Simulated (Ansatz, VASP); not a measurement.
## CaC2 in VASP and in Ansatz

```
CELL_PARAMETERS angstrom
-2.03101 2.03101 3.04201
2.03101 -2.03101 3.04201
2.03101 2.03101 -3.04201
ATOMIC_POSITIONS crystal
Ca 0.00000 0.00000 0.00000
C 0.59789 0.59789 0.00000
C 0.40211 0.40211 0.00000
```

Change from the starting cell: strain +0.050 along x and y, -0.050 along z, atoms carried along.

Alike in both runs: task single point; functional LDA; k mesh 10 × 10 × 10; occupations gaussian, width 0.05 eV; no spin polarisation.

|  | VASP | Ansatz |
| --- | --- | --- |
| version | VASP 6.6.1 | Ansatz 0.2.0 |
| potentials or method | VASP PAW LDA potentials, release 64 (Ca_sv, C), cutoff 520 eV | scalar-relativistic, plane waves, PAW |
| valence electrons in the cell | 18 | 18 |

VASP gave:

| Quantity | Value |
| --- | --- |
| gap on the k mesh at the Fermi level (eV) | 1.76 |
| least direct gap on the mesh (eV) | 2.77 |
| pressure (GPa) | 3.8 |
| traceless stress, the component that is largest in VASP (GPa) | 22.46 |
| rms of the force components (eV/Å) | 2.725 |

**Question.** Which values does Ansatz return?

**Answer.** gap on the k mesh at the Fermi level (eV): 1.77; least direct gap on the mesh (eV): 2.78; pressure (GPa): 3.4; traceless stress, the component that is largest in VASP (GPa): 21.89; rms of the force components (eV/Å): 2.660.

LDA's correlation is that of Perdew and Zunger in VASP and of Perdew and Wang (1992) in Ansatz. Atom by atom the forces differ by 0.065 eV/Å (rms over components).
